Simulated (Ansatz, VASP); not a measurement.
# TaN in VASP and in Ansatz

```
Ta N
1.0
     2.99562    0.00000    0.00000
    -1.49781    2.59429    0.00000
     0.00000    0.00000    2.93955
Ta N
1 1
Direct
  0.33333 0.66667 0.50000
  0.00000 0.00000 0.00000
```

Alike in both runs: task single point; functional PBE; k mesh 10 × 10 × 9; occupations fermi-dirac, width 0.05 eV; no spin polarisation.

```csv
,VASP,Ansatz
version,VASP 6.6.1,Ansatz 0.2.0
potentials or method,"VASP PAW PBE potentials, release 64 (Ta_pv, N)",Ansatz PAW soft_1
plane-wave cutoff (eV),600,420
valence electrons in the cell,16,18
```

Ansatz gave:

* gap on the k mesh at the Fermi level (eV): none
* pressure (GPa): -13.8
* traceless stress, the component that is largest in VASP (GPa): -0.72

**Question.** Which values does VASP return?

**Answer.** gap on the k mesh at the Fermi level (eV): none; pressure (GPa): -13.4; traceless stress, the component that is largest in VASP (GPa): -0.62.

A gap of «none» marks a metal or a gap that the smearing closes. VASP's potentials hold 16 valence electrons a cell and Ansatz's 18, so a difference there can come from the potentials and not from the codes.

Neither program's run includes spin-orbit coupling.
